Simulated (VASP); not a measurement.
# Ge in VASP: further runs

Runs on Ge. Level: PBEsol. Tasks: single point.

All numbers are computed with VASP 6.6.1; they aren't measurements. Logs are shortened: lines on timing, memory, paths and dates and some standing lists are left out, and cuts for length are marked.

**1. The cell of the first run**

It takes space group P2_1/m (No. 11, monoclinic). Conventional cell: a = 3.986 Å, b = 13.157 Å, c = 4.003 Å, α = 90.00°, β = 119.57°, γ = 90.00°. Ge (site symmetry 1) has 4 Ge at 2.45 to 2.47 Å within 3.2 Å. Within 3.2 Å of Ge (site symmetry 1) lie 4 Ge at 2.45 to 2.46 Å.

**2. Single point, PBEsol**

INCAR

```
SYSTEM = Ge
PREC = Accurate
ENCUT = 520
EDIFF = 1E-7
ISMEAR = -1
SIGMA = 0.05
LREAL = .FALSE.
LASPH = .TRUE.
NELM = 60
ALGO = Normal
ISIF = 2
LWAVE = .FALSE.
LCHARG = .FALSE.
GGA = PS
NBANDS = 66
```

KPOINTS

```
regular mesh
0
G
  7 7 2
  0 0 0
```

POSCAR

```
Ge
1.0
    4.0031158814      0.0200155794      0.0000000000
   -1.9842239405      3.4567922579      0.0000000000
    0.0000000000      0.0000000000     13.1567068600
Ge
8
Direct
    0.3333333333      0.6666666667      0.1559415700
    0.6666666667      0.3333333333      0.8440584300
    0.6666666667      0.3333333333      0.6559415700
    0.3333333333      0.6666666667      0.3440584300
    0.0000000000      0.0000000000      0.0931488400
    0.0000000000      0.0000000000      0.9068511600
    0.0000000000      0.0000000000      0.5931488400
    0.0000000000      0.0000000000      0.4068511600
```

Potentials or basis: VASP PAW PBE potentials, release 64 (Ge_d).

Run with:

```sh
cat potpaw_PBE.64/Ge_d/POTCAR > POTCAR
mpirun -np 1 vasp_std > vasp.out
```

OUTCAR:

```text
SYSTEM = Ge
   PREC = Accurate
   ENCUT = 520
   EDIFF = 1E-7
   ISMEAR = -1
   LREAL = .FALSE.
   LASPH = .TRUE.
   NELM = 60
   ISIF = 2
   GGA = PS

 ion  position               nearest neighbor table
   1  0.333  0.667  0.156-   5 2.45   5 2.45   5 2.46   4 2.47
   2  0.667  0.333  0.844-   6 2.45   6 2.45   6 2.46   3 2.47
   3  0.667  0.333  0.656-   7 2.45   7 2.45   7 2.46   2 2.47
   4  0.333  0.667  0.344-   8 2.45   8 2.45   8 2.46   1 2.47
   5  0.000  0.000  0.093-   1 2.45   6 2.45   1 2.45   1 2.46
   6  0.000  0.000  0.907-   2 2.45   5 2.45   2 2.45   2 2.46
   7  0.000  0.000  0.593-   3 2.45   8 2.45   3 2.45   3 2.46
   8  0.000  0.000  0.407-   4 2.45   7 2.45   4 2.45   4 2.46

  Warning from LATTYP: Monoclinic adjustment (A1->A3, A2->A1, A3->A2)!
  LATTYP: Found a simple monoclinic cell.
 ALAT       =     3.9857944453
 B/A-ratio  =     3.3008994921
 C/A-ratio  =     1.0043583469
 COS(beta)  =    -0.4934813925

  Lattice vectors:

 A1 = (  -1.9842239405,   3.4567922579,   0.0000000000)
 A2 = (   0.0000000000,   0.0000000000,  13.1567068600)
 A3 = (   4.0031158814,   0.0200155794,   0.0000000000)

Analysis of symmetry for initial positions (statically):
=====================================================================
 Subroutine PRICEL returns:
 Original cell was already a primitive cell.

 Routine SETGRP: Setting up the symmetry group for a
 simple monoclinic supercell.

 Subroutine GETGRP returns: Found  4 space group operations
 (whereof  2 operations were pure point group operations)
 out of a pool of  4 trial point group operations.

The static configuration has the point symmetry S_2 .
 The point group associated with its full space group is C_2h.

Analysis of symmetry for dynamics (positions and initial velocities):
=====================================================================
 Subroutine PRICEL returns:
 Original cell was already a primitive cell.

 Routine SETGRP: Setting up the symmetry group for a
 simple monoclinic supercell.

 Subroutine GETGRP returns: Found  4 space group operations
 (whereof  2 operations were pure point group operations)
 out of a pool of  4 trial point group operations.

The dynamic configuration has the point symmetry S_2 .
 The point group associated with its full space group is C_2h.

 Subroutine INISYM returns: Found  4 space group operations
 (whereof  2 operations are pure point group operations),
 and found     1 'primitive' translations

----------------------------------------------------------------------------------------

                                     Primitive cell

  volume of cell :     182.5842

  direct lattice vectors                    reciprocal lattice vectors
     4.003115881  0.020015579  0.000000000     0.249090510  0.142979768  0.000000000
    -1.984223940  3.456792258  0.000000000    -0.001442288  0.288457652  0.000000000
     0.000000000  0.000000000 13.156706860     0.000000000  0.000000000  0.076006862

  length of vectors
     4.003165920  3.985794445 13.156706860     0.287209499  0.288461257  0.076006862

  position of ions in fractional coordinates (direct lattice)
     0.333333333  0.666666667  0.155941570
     0.666666667  0.333333333  0.844058430
     0.666666667  0.333333333  0.655941570
     0.333333333  0.666666667  0.344058430
     0.000000000  0.000000000  0.093148840
     0.000000000  0.000000000  0.906851160
     0.000000000  0.000000000  0.593148840
     0.000000000  0.000000000  0.406851160

  ion indices of the primitive-cell ions
   primitive index   ion index
                 1           1
                 2           2
                 3           3
                 4           4
                 5           5
                 6           6
                 7           7
                 8           8

----------------------------------------------------------------------------------------

 KPOINTS: regular mesh

Automatic generation of k-mesh.
 Grid dimensions read from file:
 generate k-points for:    7    7    2

 Generating k-lattice:

  Cartesian coordinates                     Fractional coordinates (reciprocal lattice)
     0.035584359  0.020425681  0.000000000     0.142857143  0.000000000  0.000000000
    -0.000206041  0.041208236  0.000000000    -0.000000000  0.142857143  0.000000000
     0.000000000  0.000000000  0.038003431     0.000000000  0.000000000  0.500000000

  Length of vectors
     0.041029928  0.041208751  0.038003431

  Shift w.r.t. Gamma in fractional coordinates (k-lattice)
     0.000000000  0.000000000  0.000000000

 Subroutine IBZKPT returns following result:
 ===========================================

 Found     50 irreducible k-points:

 Following reciprocal coordinates:
            Coordinates               Weight
  0.000000  0.000000  0.000000      1.000000
  0.142857  0.000000  0.000000      2.000000
  0.285714  0.000000  0.000000      2.000000
  0.428571  0.000000  0.000000      2.000000
  0.000000  0.142857  0.000000      2.000000
  0.142857  0.142857  0.000000      2.000000
[... 16 lines left out ...]
 -0.428571  0.428571  0.000000      2.000000
 -0.285714  0.428571  0.000000      2.000000
 [... further k-points ...]
   k-points           NKPTS =     50   k-points in BZ     NKDIM =     50   number of bands    NBANDS=     66
   number of dos      NEDOS =    301   number of ions     NIONS =      8
   total plane-waves  NPLWV =  88200
   dimension x,y,z NGX =    30 NGY =   30 NGZ =   98
   dimension x,y,z NGXF=    60 NGYF=   60 NGZF=  196
   ions per type =               8
   NGX,Y,Z   is equivalent  to a cutoff of  12.46, 12.51, 12.38 a.u.
   NGXF,Y,Z  is equivalent  to a cutoff of  24.92, 25.03, 24.77 a.u.
 SYSTEM =  Ge
   PREC   = accura    normal or accurate (medium, high low for compatibility)
   ISTART =      0    job   : 0-new  1-cont  2-samecut
   ICHARG =      2    charge: 1-file 2-atom 10-const
   ISPIN  =      1    spin polarized calculation?
   LNONCOLLINEAR =      F non collinear calculations
   LSORBIT =      F    spin-orbit coupling
   LASPH  =      T    aspherical Exc in radial PAW
   ENCUT  =  520.0 eV  38.22 Ry    6.18 a.u.   7.44  7.41 24.46*2*pi/ulx,y,z
   NELM   =     60;   NELMIN=  2; NELMDL= -5     # of ELM steps
   EDIFF  = 0.1E-06   stopping-criterion for ELM
   LREAL  =      F    real-space projection
   EDIFFG = 0.1E-05   stopping-criterion for IOM
   NSW    =      0    number of steps for IOM
   IBRION =     -1    ionic relax: 0-MD 1-quasi-New 2-CG
   NFREE  =      0    steps in history (QN), initial steepest desc. (CG)
   ISIF   =      2    stress and relaxation
   ISYM   =      2    0-nonsym 1-usesym 2-fastsym
   POTIM  = 0.5000    time-step for ionic-motion
   TEBEG  =    0.0;   TEEND  =   0.0 temperature during run
   PSTRESS=    0.0 pullay stress
   NELECT =     112.0000    total number of electrons
   NUPDOWN=      -1.0000    fix difference up-down
   EMIN   =  10.00;   EMAX   =-10.00  energy-range for DOS
   EFERMI =   0.00;   METHOD = LEGACY
   ISMEAR =    -1;   SIGMA  =   0.05  broadening in eV -4-tet -1-fermi 0-gaus
   EFERMI_NEDOS =   21; number of points for ismear=-14 and -15
   IALGO  =     38    algorithm
   IMIX   =      4    mixing-type and parameters
     AMIX     =   0.40;   BMIX     =  1.00
     AMIX_MAG =   1.60;   BMIX_MAG =  1.00
  volume/ion in A,a.u.               =      22.82       154.02
  Fermi-wavevector in a.u.,A,eV,Ry     =   1.390998  2.628604 26.325566  1.934875
  Thomas-Fermi vector in A             =   2.514879
   LORBIT       =      0    0 simple, 1 ext, 2 COOP (PROOUT), +10 PAW based schemes
   GGA     = PS    functional components
   LHFCALC =     F    Hartree Fock is set to
   AEXX    =    0.0000 exact exchange contribution
   IVDW    =     0    specifies the selected vdW correction
   LEPSILON=     F    determine dielectric tensor
   LRPA    =     F    only Hartree local field effects (RPA)
 non-spin polarized calculation
  energy-cutoff  :      520.00
  volume of cell :      182.58
 maximum number of plane-waves:      4975
 NGX is ok and might be reduce to    30
   NGX = 15   NGY = 15   NGZ = 49

 number of electron     112.0000136 magnetization

 Free energy of the ion-electron system (eV)
  ---------------------------------------------------
  ext. energy  EPLUGINS =         0.00000000
  ---------------------------------------------------
  free energy    TOTEN  =       -39.39597463 eV

  energy without entropy =      -39.39242047  energy(sigma->0) =      -39.39419755

 E-fermi :   4.8249     XC(G=0): -10.0872

 val. band max:        4.8215555683   @ k =   0.0000   0.0000   0.0000
 cond. band min:       4.8512694427   @ k =   0.0000   0.0000   0.0000
 fundamental gap:      0.0297138744
 Fermi energy:         4.8249323852

 k-point     1 :       0.0000    0.0000    0.0000
  band No.  band energies     occupation
      1     -20.0043      2.00000
      2     -19.9976      2.00000
      3     -19.9955      2.00000
      4     -19.9907      2.00000
      5     -19.9887      2.00000
      6     -19.9843      2.00000
[... 58 lines left out ...]
     65       8.0656      0.00000
     66       8.5812      0.00000

 k-point     2 :       0.1429    0.0000    0.0000
  band No.  band energies     occupation
      1     -20.0119      2.00000
      2     -20.0074      2.00000
      3     -19.9989      2.00000
      4     -19.9956      2.00000
      5     -19.9940      2.00000
      6     -19.9929      2.00000
[... 58 lines left out ...]
     65       8.5635      0.00000
     66       8.8586      0.00000

 k-point     3 :       0.2857    0.0000    0.0000
  band No.  band energies     occupation
      1     -20.0227      2.00000
      2     -20.0121      2.00000
      3     -20.0045      2.00000
      4     -20.0028      2.00000
      5     -19.9994      2.00000
      6     -19.9980      2.00000
[... 1438 lines left out ...]
     65       9.6029      0.00000
     66      10.0729      0.00000

 k-point    24 :      -0.2857    0.4286    0.0000
  band No.  band energies     occupation
      1     -20.0253      2.00000
      2     -20.0146      2.00000
      3     -20.0091      2.00000
      4     -20.0066      2.00000
      5     -20.0037      2.00000
      6     -20.0020      2.00000
[... 58 lines left out ...]
     65       9.0187      0.00000
     66       9.7009      0.00000

 [... further k-points ...]

------------------------ aborting loop because EDIFF is reached ----------------------------------------

  FORCE on cell =-STRESS in cart. coord.  units (eV):
  Direction    XX          YY          ZZ          XY          YZ          ZX
  --------------------------------------------------------------------------------------
  -------------------------------------------------------------------------------------
  Total        0.0842631      0.0796249     -0.3481596     -0.7607361      0.0000000      0.0000000
  in kB        0.7394093      0.6987085     -3.0551017     -6.6754614      0.0000000      0.0000000
  external PRESSURE =      -0.5389946 kB  Pullay stress =       0.0000000 kB

 VOLUME and BASIS-vectors are now :
 -----------------------------------------------------------------------------
  energy-cutoff  :      520.00
  volume of cell :      182.58
      direct lattice vectors                 reciprocal lattice vectors
     4.003115881  0.020015579  0.000000000     0.249090510  0.142979768  0.000000000
    -1.984223940  3.456792258  0.000000000    -0.001442288  0.288457652  0.000000000
     0.000000000  0.000000000 13.156706860     0.000000000  0.000000000  0.076006862

 POSITION                                       TOTAL-FORCE (eV/Angst)
 -----------------------------------------------------------------------------------
      0.01156      2.31120      2.05168         0.072010     -0.001325     -0.005297
      2.00734      1.16561     11.10503        -0.072010      0.001325      0.005297
      2.00734      1.16561      8.63003        -0.072010      0.001325     -0.005297
      0.01156      2.31120      4.52668         0.072010     -0.001325      0.005297
      0.00000      0.00000      1.22553        -0.071576      0.001339      0.009740
      0.00000      0.00000     11.93117         0.071576     -0.001339     -0.009740
      0.00000      0.00000      7.80389         0.071576     -0.001339      0.009740
      0.00000      0.00000      5.35282        -0.071576      0.001339     -0.009740
 -----------------------------------------------------------------------------------
    total drift:                                0.000000      0.000000      0.000000

  FREE ENERGIE OF THE ION-ELECTRON SYSTEM (eV)
  ---------------------------------------------------
  free  energy   TOTEN  =       -39.3959746311 eV

  energy  without entropy=      -39.3924204714  energy(sigma->0) =      -39.39419755
```

Run time: 8.5 min. Hardware: 1 thread of Intel Xeon Platinum 8488C (Sapphire Rapids), shared host; peak memory 0.55 GiB.

What came out:

| Item | Value |
| --- | --- |
| Free energy | -39.3960 eV |
| Pressure | -0.1 GPa |
| Largest force | 0.072 eV/Å |
| Band gap on the k mesh | 0.03 eV |

Forces on the atoms (eV/Å):
```
Ge   0.072 -0.001 -0.005
Ge  -0.072  0.001  0.005
Ge  -0.072  0.001 -0.005
Ge   0.072 -0.001  0.005
Ge  -0.072  0.001  0.010
Ge   0.072 -0.001 -0.010
Ge   0.072 -0.001  0.010
Ge  -0.072  0.001 -0.010
```

Stress tensor (GPa, compression positive):
```
 0.07 -0.67  0.00
-0.67  0.07  0.00
 0.00  0.00 -0.31
```

Caveat: the PAW data sets were made with another functional, which shifts forces and pressure a little. A k mesh can miss the band edges.

**3. Single point, PBEsol**

INCAR

```
SYSTEM = Ge
  PREC = Accurate
  ENCUT = 520
  EDIFF = 1E-7
  ISMEAR = -1
  SIGMA = 0.05
  LREAL = .FALSE.
  LASPH = .TRUE.
  NELM = 60
  ALGO = Normal
  ISIF = 2
  LWAVE = .FALSE.
  LCHARG = .TRUE.
  GGA = PS
  LELF = .TRUE.
  LVHAR = .TRUE.
  NBANDS = 66
```

KPOINTS

```
regular mesh
0
G
  8 8 2
  0 0 0
```

POSCAR: that of step 2 with these lines changed.

```diff
@@ -2,4 +2,4 @@
 1.0
-    4.0031158814      0.0200155794      0.0000000000
-   -1.9842239405      3.4567922579      0.0000000000
+    4.0031158814      0.0000000000      0.0000000000
+   -2.0015579407      3.4668000476      0.0000000000
     0.0000000000      0.0000000000     13.1567068600
```

Potentials or basis: VASP PAW PBE potentials, release 64 (Ge_d).

Run with:

```sh
cat potpaw_PBE.64/Ge_d/POTCAR > POTCAR
mpirun -np 1 vasp_std > vasp.out
```

Run time: 7 min. Hardware: 1 thread of Intel Xeon Platinum 8259CL at 2.50GHz (Skylake/Cascade Lake), shared host; peak memory 0.38 GiB.

The run converged. Its results:

| Quantity | Value |
| --- | --- |
| Free energy | -39.4214 eV |
| Pressure | -0.1 GPa |
| Largest force | 0.006 eV/Å |
| Band gap on the k mesh | 0.05 eV |

Forces on the atoms (eV/Å):
```
Ge   0.000  0.000 -0.006
Ge   0.000  0.000  0.006
Ge   0.000  0.000 -0.006
Ge   0.000  0.000  0.006
Ge   0.000  0.000  0.004
Ge   0.000  0.000 -0.004
Ge   0.000  0.000  0.004
Ge   0.000  0.000 -0.004
```

Stress tensor (GPa, compression positive):
```
 0.01  0.00  0.00
 0.00  0.01  0.00
 0.00  0.00 -0.25
```

Levels at points of the mesh, in eV from the valence-band top:
| k point | band 54 | band 55 | band 56 | band 57 | band 58 | band 59 |
| --- | --- | --- | --- | --- | --- | --- |
| (0.00, 0.00, 0.00) | -0.13 | -0.07 | 0.00 | 0.05 | 0.05 | 0.46 |
| (0.50, 0.00, 0.00) | -2.41 | -1.83 | -1.43 | 0.17 | 0.31 | 0.55 |
| (0.00, 0.00, 0.50) | -0.30 | -0.30 | -0.30 | 0.13 | 0.13 | 1.12 |
| (0.50, 0.00, 0.50) | -2.61 | -1.78 | -1.78 | 0.60 | 0.60 | 1.24 |

Caveat: the PAW data sets were made with another functional, which shifts forces and pressure a little. A k mesh can miss the band edges.

**4. Single point, PBEsol**

INCAR

```
ALGO = Normal
EDIFF = 1E-6
ENCUT = 520
GGA = PS
ISIF = 2
ISMEAR = -1
LASPH = T
LCHARG = F
LREAL = F
LWAVE = F
NBANDS = 66
NELM = 80
PREC = Accurate
SIGMA = 0.05
```

KPOINTS

```
k-points
0
Gamma
  8 8 2
```

POSCAR

```
Ge
1.0
    4.0066524395      0.0000000000      0.0000000000
   -2.0033262198      3.4698627968      0.0000000000
    0.0000000000      0.0000000000     13.1357491360
Ge
8
Direct
    0.3333333333      0.6666666667      0.1558290544
    0.6666666667      0.3333333333      0.8441709456
    0.6666666667      0.3333333333      0.6558290544
    0.3333333333      0.6666666667      0.3441709456
    0.0000000000      0.0000000000      0.0932510974
    0.0000000000      0.0000000000      0.9067489026
    0.0000000000      0.0000000000      0.5932510974
    0.0000000000      0.0000000000      0.4067489026
```

Run with:

```sh
cat potpaw_PBE.64/Ge_d/POTCAR > POTCAR
mpirun -np 1 vasp_std > vasp.out
```

It took 5.8 min on 1 thread of Intel Xeon Platinum 8259CL at 2.50GHz (Skylake/Cascade Lake), shared host; peak memory 0.38 GiB.

Results (log left out):

| Quantity | Value |
| --- | --- |
| Free energy | -39.4216 eV |
| Pressure | -0.1 GPa |
| Band gap on the k mesh | 0.05 eV |

Levels at points of the mesh, in eV from the valence-band top:
```
           k point  band 53  band 54  band 55  band 56  band 57  band 58  band 59  band 60
(0.00, 0.00, 0.00)    -0.83    -0.11    -0.05     0.00     0.05     0.05     0.45     0.77
(0.50, 0.00, 0.00)    -2.40    -2.38    -1.80    -1.42     0.19     0.33     0.55     1.38
(0.00, 0.00, 0.50)    -0.29    -0.29    -0.29    -0.29     0.12     0.12     1.12     1.12
(0.50, 0.00, 0.50)    -2.59    -2.59    -1.77    -1.77     0.61     0.61     1.26     1.26
```

Caveat: the PAW data sets were made with another functional, which shifts forces and pressure a little.

**5. Summary**

| cell | k mesh | gap on the mesh (eV) | pressure (GPa) | largest force (eV/Å) |
| --- | --- | --- | --- | --- |
| a = 4.003, b = 3.986, c = 13.157 Å, angles 90.0, 90.0, 119.6°, 8 atoms, atomic positions A | 7 × 7 × 2 | 0.03 | -0.1 | 0.07 |
| a = 4.003, b = 4.003, c = 13.157 Å, angles 90.0, 90.0, 120.0°, 8 atoms, atomic positions A | 8 × 8 × 2 | 0.05 | -0.1 | 0.01 |
| a = 4.007, b = 4.007, c = 13.136 Å, angles 90.0, 90.0, 120.0°, 8 atoms, atomic positions B | 8 × 8 × 2 | 0.05 | -0.1 | - |

Alike in all rows: task single point; level PBEsol; potentials or basis VASP PAW PBE potentials, release 64 (Ge_d); no spin polarisation; cutoff (eV) 520; smearing fermi-dirac 0.05 eV.

Caveats: the PAW data sets were made with another functional, which shifts forces and pressure a little.

Absolute energies hang on the potentials; compare differences alone.
